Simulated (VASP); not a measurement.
# MgB2 (P6/mmm) in VASP: notebook

The runs below take MgB2 through single point, with PBEsol, PBE.

Program: VASP 6.6.1. These are calculated values, not measurements. Logs are shortened: lines on timing, memory, paths and dates and some standing lists are left out, and cuts for length are marked.

### 1 The cell of the first run

The structure is hexagonal, space group P6/mmm (No. 191). Conventional cell: a = 3.069 Å, b = 3.069 Å, c = 3.483 Å, α = 90.00°, β = 90.00°, γ = 120.00°. Mg (site symmetry 6/mmm) has 12 B at 2.48 Å and 6 Mg at 3.07 Å within 3.3 Å. Within 2.4 Å of B (site symmetry -6m2) lie 3 B at 1.77 Å.

### 2 Single point, PBEsol

INCAR

```
SYSTEM = MgB2
PREC = Accurate
ENCUT = 520
EDIFF = 1E-6
ISMEAR = -1
SIGMA = 0.05
LREAL = .False.
LASPH = .True.
NELM = 100
ALGO = Normal
ISIF = 2
LWAVE = .False.
LCHARG = .False.
GGA = PS
NBANDS = 11
```

KPOINTS

```
regular mesh
0
Gamma
  10 10 8
  0 0 0
```

POSCAR

```
MgB2
1.0
    3.0690114736      0.0000000000      0.0000000000
   -1.5345057368      2.6578419006      0.0000000000
    0.0000000000      0.0000000000      3.4832851160
Mg B
1 2
Direct
    0.0000000000      0.0000000000      0.0000000000
    0.6666666667      0.3333333333      0.5000000000
    0.3333333333      0.6666666667      0.5000000000
```

Potentials or basis: VASP PAW PBE potentials, release 64 (Mg, B).

Launch:

```bash
$ cat potpaw_PBE.64/Mg/POTCAR potpaw_PBE.64/B/POTCAR > POTCAR
$ mpirun -np 1 vasp_std > vasp.out
```

OUTCAR:

```text
SYSTEM = MgB2
   PREC = Accurate
   ENCUT = 520
   EDIFF = 1E-6
   ISMEAR = -1
   LREAL = .False.
   LASPH = .True.
   NELM = 100
   ISIF = 2
   GGA = PS

 ion  position               nearest neighbor table
   1  0.000  0.000  0.000-   2 2.48   3 2.48   2 2.48   3 2.48   3 2.48   3 2.48   2 2.48   2 2.48
                             2 2.48   2 2.48   3 2.48   3 2.48
   2  0.667  0.333  0.500-   3 1.77   3 1.77   3 1.77   1 2.48   1 2.48   1 2.48   1 2.48   1 2.48
                             1 2.48
   3  0.333  0.667  0.500-   2 1.77   2 1.77   2 1.77   1 2.48   1 2.48   1 2.48   1 2.48   1 2.48
                             1 2.48

  LATTYP: Found a hexagonal cell.
 ALAT       =     3.0690114736
 C/A-ratio  =     1.1349860194

  Lattice vectors:

 A1 = (   3.0690114736,   0.0000000000,   0.0000000000)
 A2 = (  -1.5345057368,   2.6578419006,   0.0000000000)
 A3 = (   0.0000000000,   0.0000000000,   3.4832851160)

Analysis of symmetry for initial positions (statically):
=====================================================================
 Subroutine PRICEL returns:
 Original cell was already a primitive cell.

 Routine SETGRP: Setting up the symmetry group for a
 hexagonal supercell.

 Subroutine GETGRP returns: Found 24 space group operations
 (whereof 24 operations were pure point group operations)
 out of a pool of 24 trial point group operations.

The static configuration has the point symmetry D_6h.

Analysis of symmetry for dynamics (positions and initial velocities):
=====================================================================
 Subroutine PRICEL returns:
 Original cell was already a primitive cell.

 Routine SETGRP: Setting up the symmetry group for a
 hexagonal supercell.

 Subroutine GETGRP returns: Found 24 space group operations
 (whereof 24 operations were pure point group operations)
 out of a pool of 24 trial point group operations.

The dynamic configuration has the point symmetry D_6h.

 Subroutine INISYM returns: Found 24 space group operations
 (whereof 24 operations are pure point group operations),
 and found     1 'primitive' translations

----------------------------------------------------------------------------------------

                                     Primitive cell

  volume of cell :      28.4130

  direct lattice vectors                    reciprocal lattice vectors
     3.069011474  0.000000000  0.000000000     0.325837817  0.188122552  0.000000000
    -1.534505737  2.657841901  0.000000000     0.000000000  0.376245103  0.000000000
     0.000000000  0.000000000  3.483285116     0.000000000  0.000000000  0.287085314

  length of vectors
     3.069011474  3.069011474  3.483285116     0.376245103  0.376245103  0.287085314

  position of ions in fractional coordinates (direct lattice)
     0.000000000  0.000000000  0.000000000
     0.666666667  0.333333333  0.500000000
     0.333333333  0.666666667  0.500000000

  ion indices of the primitive-cell ions
   primitive index   ion index
                 1           1
                 2           2
                 3           3

----------------------------------------------------------------------------------------

 KPOINTS: regular mesh

Automatic generation of k-mesh.
 Grid dimensions read from file:
 generate k-points for:   10   10    8

 Generating k-lattice:

  Cartesian coordinates                     Fractional coordinates (reciprocal lattice)
     0.032583782  0.018812255  0.000000000     0.100000000  0.000000000  0.000000000
     0.000000000  0.037624510  0.000000000     0.000000000  0.100000000  0.000000000
     0.000000000  0.000000000  0.035885664     0.000000000  0.000000000  0.125000000

  Length of vectors
     0.037624510  0.037624510  0.035885664

  Shift w.r.t. Gamma in fractional coordinates (k-lattice)
     0.000000000  0.000000000  0.000000000

 Subroutine IBZKPT returns following result:
 ===========================================

 Found     70 irreducible k-points:

 Following reciprocal coordinates:
            Coordinates               Weight
  0.000000  0.000000  0.000000      1.000000
  0.100000  0.000000  0.000000      6.000000
  0.200000  0.000000  0.000000      6.000000
  0.300000  0.000000  0.000000      6.000000
  0.400000 -0.000000  0.000000      6.000000
  0.500000  0.000000  0.000000      3.000000
[... 16 lines left out ...]
  0.300000  0.100000  0.125000     24.000000
  0.400000  0.100000  0.125000     24.000000
 [... further k-points ...]
   k-points           NKPTS =     70   k-points in BZ     NKDIM =     70   number of bands    NBANDS=     11
   number of dos      NEDOS =    301   number of ions     NIONS =      3
   total plane-waves  NPLWV =  16128
   dimension x,y,z NGX =    24 NGY =   24 NGZ =   28
   dimension x,y,z NGXF=    48 NGYF=   48 NGZF=   56
   ions per type =               1   2
   NGX,Y,Z   is equivalent  to a cutoff of  13.00, 13.00, 13.36 a.u.
   NGXF,Y,Z  is equivalent  to a cutoff of  26.00, 26.00, 26.73 a.u.
 SYSTEM =  MgB2
   PREC   = accura    normal or accurate (medium, high low for compatibility)
   ISTART =      0    job   : 0-new  1-cont  2-samecut
   ICHARG =      2    charge: 1-file 2-atom 10-const
   ISPIN  =      1    spin polarized calculation?
   LNONCOLLINEAR =      F non collinear calculations
   LSORBIT =      F    spin-orbit coupling
   LASPH  =      T    aspherical Exc in radial PAW
   ENCUT  =  520.0 eV  38.22 Ry    6.18 a.u.   5.71  5.71  6.48*2*pi/ulx,y,z
   NELM   =    100;   NELMIN=  2; NELMDL= -5     # of ELM steps
   EDIFF  = 0.1E-05   stopping-criterion for ELM
   LREAL  =      F    real-space projection
   EDIFFG = 0.1E-04   stopping-criterion for IOM
   NSW    =      0    number of steps for IOM
   IBRION =     -1    ionic relax: 0-MD 1-quasi-New 2-CG
   NFREE  =      0    steps in history (QN), initial steepest desc. (CG)
   ISIF   =      2    stress and relaxation
   ISYM   =      2    0-nonsym 1-usesym 2-fastsym
   POTIM  = 0.5000    time-step for ionic-motion
   TEBEG  =    0.0;   TEEND  =   0.0 temperature during run
   PSTRESS=    0.0 pullay stress
   NELECT =       8.0000    total number of electrons
   NUPDOWN=      -1.0000    fix difference up-down
   EMIN   =  10.00;   EMAX   =-10.00  energy-range for DOS
   EFERMI =   0.00;   METHOD = LEGACY
   ISMEAR =    -1;   SIGMA  =   0.05  broadening in eV -4-tet -1-fermi 0-gaus
   EFERMI_NEDOS =   21; number of points for ismear=-14 and -15
   IALGO  =     38    algorithm
   IMIX   =      4    mixing-type and parameters
     AMIX     =   0.40;   BMIX     =  1.00
     AMIX_MAG =   1.60;   BMIX_MAG =  1.00
  volume/ion in A,a.u.               =       9.47        63.91
  Fermi-wavevector in a.u.,A,eV,Ry     =   1.072999  2.027674 15.664749  1.151327
  Thomas-Fermi vector in A             =   2.208785
   LORBIT       =      0    0 simple, 1 ext, 2 COOP (PROOUT), +10 PAW based schemes
   GGA     = PS    functional components
   LHFCALC =     F    Hartree Fock is set to
   AEXX    =    0.0000 exact exchange contribution
   IVDW    =     0    specifies the selected vdW correction
   LEPSILON=     F    determine dielectric tensor
   LRPA    =     F    only Hartree local field effects (RPA)
 non-spin polarized calculation
  energy-cutoff  :      520.00
  volume of cell :       28.41
 maximum number of plane-waves:       781
 NGX is ok and might be reduce to    24
   NGX = 11   NGY = 11   NGZ = 13

 number of electron       8.0000000 magnetization

 Free energy of the ion-electron system (eV)
  ---------------------------------------------------
  ext. energy  EPLUGINS =         0.00000000
  ---------------------------------------------------
  free energy    TOTEN  =       -16.22384855 eV

  energy without entropy =      -16.21751662  energy(sigma->0) =      -16.22068259

 E-fermi :   5.4119     XC(G=0): -11.0800

 val. band max:        5.3826260038   @ k =   0.1000   0.0000   0.1250
 cond. band min:       5.4510224135   @ k =   0.3000   0.2000   0.0000
 fundamental gap:      0.0683964097
 Fermi energy:         5.4119397472

 k-point     1 :       0.0000    0.0000    0.0000
  band No.  band energies     occupation
      1      -7.1661      2.00000
      2       2.4426      2.00000
      3       5.7329      0.00325
      4       5.7329      0.00325
      5       7.1293      0.00000
      6      11.6766      0.00000
      7      11.6766      0.00000
      8      13.6086      0.00000
      9      15.4604      0.00000
     10      18.0738      0.00000
     11      21.6528      0.00000

 k-point     2 :       0.1000    0.0000    0.0000
  band No.  band energies     occupation
      1      -6.9908      2.00000
      2       2.6130      2.00000
      3       4.8696      1.99996
      4       5.3305      1.67181
      5       7.2810      0.00000
      6      11.5519      0.00000
      7      12.4342      0.00000
      8      13.9843      0.00000
      9      14.8427      0.00000
     10      18.9307      0.00000
     11      20.9131      0.00000

 k-point     3 :       0.2000    0.0000    0.0000
  band No.  band energies     occupation
      1      -6.4678      2.00000
      2       2.9927      2.00000
      3       3.1183      2.00000
      4       4.5314      2.00000
      5       7.7435      0.00000
      6      11.0434      0.00000
      7      13.2677      0.00000
      8      14.2753      0.00000
      9      14.6962      0.00000
     10      19.9006      0.00000
     11      20.1208      0.00000

 k-point     4 :       0.3000    0.0000    0.0000
  band No.  band energies     occupation
      1      -5.6065      2.00000
      2       0.9015      2.00000
      3       3.8006      2.00000
      4       3.9325      2.00000
      5       8.4317      0.00000
      6      10.5536      0.00000
      7      11.3025      0.00000
      8      14.4856      0.00000
      9      16.6271      0.00000
     10      18.9573      0.00000
     11      20.0843      0.00000

 k-point     5 :       0.4000   -0.0000    0.0000
  band No.  band energies     occupation
      1      -4.4279      2.00000
      2      -1.0812      2.00000
      3       3.3220      2.00000
      4       4.9504      1.99980
      5       9.0408      0.00000
      6       9.4655      0.00000
      7      10.5061      0.00000
      8      13.4235      0.00000
      9      18.3219      0.00000
     10      18.7753      0.00000
     11      19.8165      0.00000
[... 211 lines left out ...]
 k-point    21 :       0.1000    0.1000    0.1250
  band No.  band energies     occupation
      1      -6.5068      2.00000
      2       1.9751      2.00000
      3       3.8065      2.00000
      4       4.5258      2.00000
      5       8.8839      0.00000
      6      11.9348      0.00000
      7      12.4214      0.00000
      8      13.4109      0.00000
      9      15.5528      0.00000
     10      18.2480      0.00000
     11      19.8597      0.00000

 k-point    22 :       0.2000    0.1000    0.1250
  band No.  band energies     occupation
      1      -5.8191      2.00000
      2       2.0322      2.00000
      3       2.6616      2.00000
      4       3.5292      2.00000
      5       9.4771      0.00000
      6      11.0014      0.00000
      7      11.9084      0.00000
      8      14.1830      0.00000
      9      16.4939      0.00000
     10      16.8278      0.00000
     11      19.9636      0.00000

 k-point    23 :       0.3000    0.1000    0.1250
  band No.  band energies     occupation
      1      -4.8044      2.00000
      2       0.0652      2.00000
      3       2.8318      2.00000
      4       3.6579      2.00000
      5       9.1058      0.00000
      6      10.3297      0.00000
      7      11.5362      0.00000
      8      14.6331      0.00000
      9      16.0488      0.00000
     10      17.4820      0.00000
     11      19.7799      0.00000

 k-point    24 :       0.4000    0.1000    0.1250
  band No.  band energies     occupation
      1      -3.5083      2.00000
      2      -1.7539      2.00000
      3       2.4984      2.00000
      4       4.7073      2.00000
      5       7.6057      0.00000
      6      10.5920      0.00000
      7      11.8731      0.00000
      8      13.8218      0.00000
      9      15.6574      0.00000
     10      18.9629      0.00000
     11      19.8732      0.00000

 [... further k-points ...]
[... 5 lines left out ...]
  --------------------------------------------------------------------------------------
  -------------------------------------------------------------------------------------
  Total        0.0164160      0.0164160     -0.0276669      0.0000000     -0.0000000      0.0000000
  in kB        0.9256818      0.9256818     -1.5601056      0.0000000     -0.0000000      0.0000000
  external PRESSURE =       0.0970860 kB  Pullay stress =       0.0000000 kB

 VOLUME and BASIS-vectors are now :
 -----------------------------------------------------------------------------
  energy-cutoff  :      520.00
  volume of cell :       28.41
      direct lattice vectors                 reciprocal lattice vectors
     3.069011474  0.000000000  0.000000000     0.325837817  0.188122552  0.000000000
    -1.534505737  2.657841901  0.000000000     0.000000000  0.376245103  0.000000000
     0.000000000  0.000000000  3.483285116     0.000000000  0.000000000  0.287085314

 POSITION                                       TOTAL-FORCE (eV/Angst)
 -----------------------------------------------------------------------------------
      0.00000      0.00000      0.00000         0.000000      0.000000      0.000000
      1.53451      0.88595      1.74164        -0.000000      0.000000      0.000000
     -0.00000      1.77189      1.74164         0.000000      0.000000      0.000000
 -----------------------------------------------------------------------------------
    total drift:                                0.000000     -0.000000      0.000000

  FREE ENERGIE OF THE ION-ELECTRON SYSTEM (eV)
  ---------------------------------------------------
  free  energy   TOTEN  =       -16.2238485546 eV

  energy  without entropy=      -16.2175166243  energy(sigma->0) =      -16.22068259
```

It took 15 s on 1 thread of AMD EPYC 7R43 (Zen 3), shared host; peak memory 0.12 GiB.

What came out:

| Item | Value |
| --- | --- |
| Free energy | -16.2238 eV |
| Pressure | 0.0 GPa |
| Band gap on the k mesh | zero (band 4 reaches 6.53 eV, above the bottom of band 5 at 3.97 eV) |

Caveat: the PAW data sets were made with another functional, which shifts forces and pressure a little.

### 3 Single point, PBE

This run uses another cell than the first one, of 9.62 Å³/atom, 1.015 times its volume.

INCAR

```
  PREC = Accurate
  ENCUT = 520
  EDIFF = 1E-6
  ISMEAR = -1
  SIGMA = 0.05
  LREAL = F
  LASPH = T
  NELM = 60
  ALGO = Normal
  ISIF = 2
  LWAVE = F
  LCHARG = T
  GGA = PE
  LELF = T
  LVHAR = T
  NBANDS = 11
```

KPOINTS

```
regular mesh
0
Gamma
  10 10 8
```

POSCAR

```
MgB2
1.0
    3.0798828021      0.0000000000      0.0000000000
   -1.5399414011      2.6672567473      0.0000000000
    0.0000000000      0.0000000000      3.5120605204
Mg B
1 2
Direct
    0.0000000000      0.0000000000      0.0000000000
    0.6666666667      0.3333333333      0.5000000000
    0.3333333333      0.6666666667      0.5000000000
```

Potentials or basis: VASP PAW PBE potentials, release 64 (Mg, B).

Launch:

```bash
$ cat potpaw_PBE.64/Mg/POTCAR potpaw_PBE.64/B/POTCAR > POTCAR
$ mpirun -np 1 vasp_std > vasp.out
```

It took 17 s on 1 thread of AMD EPYC 7R43 (Zen 3), shared host; peak memory 0.12 GiB.

It converged, with:

```
Free energy            : -15.3243 eV
Pressure               : -0.3 GPa
Band gap on the k mesh : zero (band 4 reaches 6.44 eV, above the bottom of band 5 at 3.97 eV)
```

Stress tensor (GPa, compression positive):
```
-0.19  0.00  0.00
 0.00 -0.19  0.00
 0.00  0.00 -0.39
```

Levels at points of the mesh, in eV from the Fermi level:
```csv
k point,band 1,band 2,band 3,band 4,band 5,band 6,band 7,band 8,band 9
"(0.00, 0.00, 0.00)",-12.49,-2.97,0.32,0.32,1.65,6.28,6.28,8.08,9.94
"(0.50, 0.00, 0.00)",-8.60,-7.89,-2.22,0.18,3.06,3.83,5.33,7.12,12.59
"(0.00, 0.00, 0.50)",-11.20,-7.49,0.71,0.71,6.61,6.61,7.92,9.87,10.01
"(0.50, 0.00, 0.50)",-7.61,-6.97,-3.63,-1.92,-1.35,5.69,8.76,8.88,13.08
```
